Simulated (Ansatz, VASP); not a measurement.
# One calculation of CdS, two programs

INCAR

```
  ALGO = Normal
  EDIFF = 1E-6
  ENCUT = 520
  GGA = PS
  GGA_COMPAT = F
  ISIF = 2
  ISMEAR = 0
  LASPH = T
  LCHARG = F
  LNONCOLLINEAR = T
  LORBIT = 11
  LORBMOM = T
  LREAL = F
  LSORBIT = T
  LWAVE = F
  MAGMOM = 0 0 0 0 0 0 0 0 0 0 0 0
  NBANDS = 50
  NELM = 150
  PREC = Accurate
  SIGMA = 0.01
```

The input KPOINTS:

```
k-points
0
Gamma
  6 6 4
```

Contents of POSCAR:

```
CdS
1.0
    4.1238575649      0.0000000000      0.0000000000
   -2.0619287824      3.5713654128      0.0000000000
    0.0000000000      0.0000000000      6.7096909191
Cd S
2 2
Direct
    0.3333333333      0.6666666667     -0.0007769940
    0.6666666667      0.3333333333      0.4992230060
    0.3333333333      0.6666666667      0.3757769940
    0.6666666667      0.3333333333      0.8757769940
```

Input for Ansatz:

```yaml
crystal:
  lattice:
    - [4.12385756491, 0.0, 0.0]
    - [-2.06192878245, 3.5713654128, 0.0]
    - [0.0, 0.0, 6.7096909191]
  atoms:
    - { symbol: Cd, position: [0.333333333333, 0.666666666667, -0.00077699401] }
    - { symbol: Cd, position: [0.666666666667, 0.333333333333, 0.49922300599] }
    - { symbol: S, position: [0.333333333333, 0.666666666667, 0.37577699401] }
    - { symbol: S, position: [0.666666666667, 0.333333333333, 0.87577699401] }
kpoints:
  mp_grid: { grid: [6, 6, 4] }
scf:
  occupations: { method: fixed }
  convergence: { dr2_threshold: 1.0e-10 }
hamiltonian:
  xc: pbesol
  pseudopotentials: { kind: all_electron, lapw: { basis_error: 0.0005 } }
magnetization:
  noncollinear: true
  spin_orbit: true
output:
  forces: true
  stress: true
  eigenstates:
    kpoints:
      - [0.0, 0.0, 0.0]
      - [0.0, 0.0, -0.5]
      - [-0.5, 0.0, 0.0]
      - [-0.5, 0.5, 0.0]
      - [0.0, -0.5, 0.0]
      - [-0.5, 0.0, -0.5]
      - [-0.5, 0.5, -0.5]
      - [0.0, -0.5, -0.5]
  eigenvalues: true
```

Change from the starting cell: unstrained.

Alike in both runs: task single point; functional PBEsol; k mesh 6 × 6 × 4; non-collinear spin, spin-orbit coupling.

|  | VASP | Ansatz |
| --- | --- | --- |
| version | VASP 6.6.1 | Ansatz 0.2.0 |
| potentials or method | VASP PAW PBE potentials, release 64 (Cd, S), cutoff 520 eV | all-electron LAPW |
| occupations | gaussian, width 0.01 eV | fixed |

```csv
,VASP,Ansatz,Ansatz less VASP
pressure (GPa),0.4,0.0,-0.41
net moment per atom (μB),0.00,0.00,0.000
```

VASP's potentials were made for PBE, not for PBEsol. Ansatz ran all-electron here, and VASP with PAW potentials.
